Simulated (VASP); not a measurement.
Crystal: HfC3.

```xyz
4
Lattice="3.4570 0.0000 0.0000 0.0000 3.4570 0.0000 0.0000 0.0000 3.4570" Properties=species:S:1:pos:R:3 pbc="T T T"
Hf    0.0000    0.0000    0.0000
C     0.0000    1.7285    1.7285
C     1.7285    0.0000    1.7285
C     1.7285    1.7285    0.0000
```

```yaml
Program: VASP 6.6.1
Task: relaxation of cell and atoms
Functional: PBE
Potentials_or_basis: VASP PAW PBE potentials, release 64 (Hf_pv, C)
Cutoff: 600 eV
k_mesh: 6 × 6 × 6
Occupations: gaussian, width 0.1 eV
Spin: no spin polarisation
```

At the start: pressure -15.0 GPa; volume 10.33 Å³/atom.

Problem. How do energy, volume and symmetry change on relaxing?

Solution. Over 3 steps the energy falls by 40.3 meV/atom and the volume is 9.53 Å³/atom (-7.7 %); space group Pm-3m (No. 221, to 0.1 Å) before and after.

Step by step:
| step | energy change (eV) | largest force (eV/Å) | pressure (GPa) | volume (Å³) |
| --- | --- | --- | --- | --- |
| 1 | 0.0000 | 0.0000 | -14.99 | 41.32 |
| 2 | -0.0565 | 0.0000 | 15.37 | 35.80 |
| 3 | -0.1613 | 0.0000 | -0.11 | 38.12 |

Final structure:
```
Hf C
1.0
     3.36555    0.00000    0.00000
     0.00000    3.36555    0.00000
     0.00000    0.00000    3.36555
Hf C
1 3
Direct
  0.00000 0.00000 0.00000
  0.00000 0.50000 0.50000
  0.50000 0.00000 0.50000
  0.50000 0.50000 0.00000
```
